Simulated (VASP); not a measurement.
Write the native input for VASP 6.6.1 that does the following.

```
Task                   : single point
Functional             : PBE
Dispersion             : D3(BJ)
Potentials or basis    : VASP PAW PBE potentials, release 64 (B, N)
Cutoff                 : 520 eV
k mesh                 : 7 × 9 × 3
Occupations            : gaussian, width 0.05 eV
Spin                   : no spin polarisation
Dipole correction      : no
Further INCAR settings : ALGO = Normal; EDIFF = 1e-07; NBANDS = 26; ISYM = 0
```

The structure of BN lies in POSCAR:

```
BN
1.0
    1.2538424667     -3.3394821656      0.0000000000
    2.5076849335      0.0000000000      0.0000000000
    0.8358949778      0.0000000000      8.6753276438
B N
4 4
Direct
    0.0000000000     -0.3194511456      0.9583534369
    0.0000000000      0.4305488544      0.2083534369
    0.0000000000     -0.1527844790      0.4583534369
    0.0000000000      0.2638821877      0.7083534369
    0.0000000000     -0.0971988527      0.2915965581
    0.0000000000      0.3194678140      0.5415965581
    0.0000000000     -0.2638655194      0.7915965581
    0.0000000000      0.4861344806      0.0415965581
```

The input as run:

INCAR

```
PREC = Accurate
ENCUT = 520
EDIFF = 1E-7
ISMEAR = 0
SIGMA = 0.05
LREAL = False
LASPH = True
NELM = 60
ALGO = Normal
ISIF = 2
LWAVE = False
LCHARG = False
GGA = PE
IVDW = 12
NBANDS = 26
ISYM = 0
```

KPOINTS

```
Automatic mesh
0
Gamma
  7 9 3
```

Potentials or basis: VASP PAW PBE potentials, release 64 (B, N).

The run is started by

```sh
$ cat potpaw_PBE.64/B/POTCAR potpaw_PBE.64/N/POTCAR > POTCAR
$ mpirun -np 1 vasp_std > vasp.out
```

It gave:

```json
{
 "Pressure": "83.2 GPa",
 "Largest force": "130.177 eV/Å",
 "Band gap on the k mesh": "3.84 eV, indirect (least direct gap 4.01 eV)",
 "Dispersion energy per atom": "-0.145 eV"
}
```

Caveat: forces of over 1 eV/Å act on the atoms, so gaps and moduli don't describe the material at rest.

Wall time 75 s on 1 thread of Intel(R) Xeon(R) 6975P-C (Granite Rapids), on a shared host, peak memory 0.28 GiB.
